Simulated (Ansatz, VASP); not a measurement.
**KTaO3 in VASP and in Ansatz**

The input POSCAR:

```
KTaO3
1.0
    3.9883000000      0.0000000000      0.0000000000
    0.0000000000      3.9883000000      0.0000000000
    0.0000000000      0.0000000000      3.9883000000
K Ta O
1 1 3
Direct
    0.5000000000      0.5000000000      0.5000000000
   -0.0188050046      0.0000000000      0.0000000000
    0.5000000000      0.0000000000      0.0000000000
    0.0000000000      0.5000000000      0.0000000000
    0.0000000000      0.0000000000      0.5000000000
```

INCAR.step1

```
SYSTEM = KTaO3
  PREC = Accurate
  ENCUT = 520
  ISMEAR = 0
  SIGMA = 0.05
  LREAL = .FALSE.
  LASPH = .TRUE.
  NELM = 60
  NBANDS = 27
  GGA = PE
  ALGO = Normal
  EDIFF = 1E-4
  LWAVE = .TRUE.
  LCHARG = .FALSE.
```

File INCAR.step2:

```
SYSTEM = KTaO3
  PREC = Accurate
  ENCUT = 520
  EDIFF = 1E-6
  ISMEAR = 0
  SIGMA = 0.05
  LREAL = .FALSE.
  LASPH = .TRUE.
  NELM = 60
  ALGO = Normal
  ISIF = 2
  LWAVE = .FALSE.
  LCHARG = .FALSE.
  METAGGA = R2SCAN
  LMIXTAU = .TRUE.
  NBANDS = 27
  ISTART = 1
```

File KPOINTS:

```
regular mesh
0
G
  6 6 6
  0 0 0
```

Input for Ansatz:

```yaml
crystal:
  lattice:
    - [3.9883, 0.0, 0.0]
    - [0.0, 3.9883, 0.0]
    - [0.0, 0.0, 3.9883]
  atoms:
    - { symbol: K, position: [0.5, 0.5, 0.5] }
    - { symbol: Ta, position: [-0.0188050046, 0.0, 0.0] }
    - { symbol: O, position: [0.5, 0.0, 0.0] }
    - { symbol: O, position: [0.0, 0.5, 0.0] }
    - { symbol: O, position: [0.0, 0.0, 0.5] }
basis:
  ecutwfc: 500
kpoints:
  mp_grid: { grid: [6, 6, 6] }
hamiltonian:
  xc: r2scan
scf:
  occupations: { method: gaussian, width: 0.05 }
output:
  forces: true
  stress: true
  eigenvalues: true
```

Change from the starting cell: all Ta atoms moved +0.075 Å, as atom 2 towards its neighbour atom 3 (O) at 1.994 Å.

Alike in both runs: task single point; functional r2SCAN; k mesh 6 × 6 × 6; occupations gaussian, width 0.05 eV; no spin polarisation.

|  | VASP | Ansatz |
| --- | --- | --- |
| version | VASP 6.6.1 | Ansatz 0.2.0 |
| potentials or method | VASP PAW PBE potentials, release 64 (K_sv, Ta_pv, O), cutoff 520 eV | scalar-relativistic, plane waves, PAW |
| valence electrons in the cell | 38 | 40 |

Ansatz gave:

```
gap on the k mesh at the Fermi level (eV)                     : 2.63
least direct gap on the mesh (eV)                             : 3.35
pressure (GPa)                                                : 0.8
traceless stress, the component that is largest in VASP (GPa) : 1.20
rms of the force components (eV/Å)                            : 0.079
```

Q: Estimate VASP's values.

A: gap on the k mesh at the Fermi level (eV): 2.60; least direct gap on the mesh (eV): 3.33; pressure (GPa): 1.7; traceless stress, the component that is largest in VASP (GPa): 1.28; rms of the force components (eV/Å): 0.096.

VASP's potentials were made for PBE, not for r2SCAN. Atom by atom the forces differ by 0.024 eV/Å (rms over components). VASP's potentials hold 38 valence electrons a cell and Ansatz's 40, so a difference there can come from the potentials and not from the codes.

Neither program's run includes spin-orbit coupling.
